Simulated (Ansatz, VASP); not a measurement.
**One calculation of Sb, two programs**

The input INCAR:

```
SYSTEM = Sb
ALGO = Normal
EDIFF = 1E-6
EDIFFG = -0.04
ENCUT = 600
GGA = PS
IBRION = 2
ISIF = 3
ISMEAR = 0
LASPH = .True.
LCHARG = .False.
LREAL = .False.
LWAVE = .False.
NELM = 100
NSW = 90
PREC = Accurate
SIGMA = 0.1
```

The input KPOINTS:

```
k-points
0
Gamma
  3 3 6
  0 0 0
```

File POSCAR:

```
Sb
1.0
    5.8120871113      0.0000000000      0.0000000000
   -2.9060435557      5.0334150874      0.0000000000
    0.0000000000      0.0000000000      3.5630620987
Sb
3
Direct
    0.0000000000      0.0000000000      0.0000000000
    0.3333333333      0.6666666667      0.5000000000
    0.6666666667      0.3333333333      0.5000000000
```

Input for Ansatz:

```yaml
crystal:
  lattice:
    - [5.8120871113, 0.0, 0.0]
    - [-2.9060435557, 5.0334150874, 0.0]
    - [0.0, 0.0, 3.5630620987]
  atoms:
    - { symbol: Sb, position: [0.0, 0.0, 0.0] }
    - { symbol: Sb, position: [0.3333333333, 0.6666666667, 0.5] }
    - { symbol: Sb, position: [0.6666666667, 0.3333333333, 0.5] }
basis:
  ecutwfc: 420
kpoints:
  mp_grid: { grid: [3, 3, 6] }
hamiltonian:
  xc: pbesol
scf:
  occupations: { method: gaussian, width: 0.1 }
  lower_state_search: "off"
output:
  forces: true
  stress: true
  eigenvalues: true
relax:
  adjacent_minimum: "off"
  f_tol: 0.04
  max_steps: 70
  cell: { stress_tol: 0.4 }
```

Alike in both runs: task relaxation of cell and atoms; functional PBEsol; k mesh 3 × 3 × 6; occupations gaussian, width 0.1 eV; no spin polarisation.

|  | VASP | Ansatz |
| --- | --- | --- |
| version | VASP 6.6.1 | Ansatz 0.2.0 |
| potentials or method | VASP PAW PBE potentials, release 64 (Sb), cutoff 600 eV | scalar-relativistic, plane waves, PAW |
| valence electrons in the cell | 15 | 45 |

|  | VASP | Ansatz | Ansatz less VASP |
| --- | --- | --- | --- |
| gap on the k mesh at the Fermi level, each at its own relaxed structure (eV) | none | none | - |
| relaxed volume (Å³/atom) | 26.15 | 26.08 | -0.066 |
| relaxed cell length with the largest relative difference (Å) | 5.369 | 5.362 | -0.0072 |

VASP's potentials were made for PBE, not for PBEsol. A gap of «none» marks a metal or a gap that the smearing closes. VASP's potentials hold 15 valence electrons a cell and Ansatz's 45, so a difference there can come from the potentials and not from the codes.

The k mesh is coarse, so the values compare programs but aren't converged. Spin-orbit coupling is off throughout. Noted on VASP's run: the volume moved by over 15 % at a fixed basis, so the end points are rough.
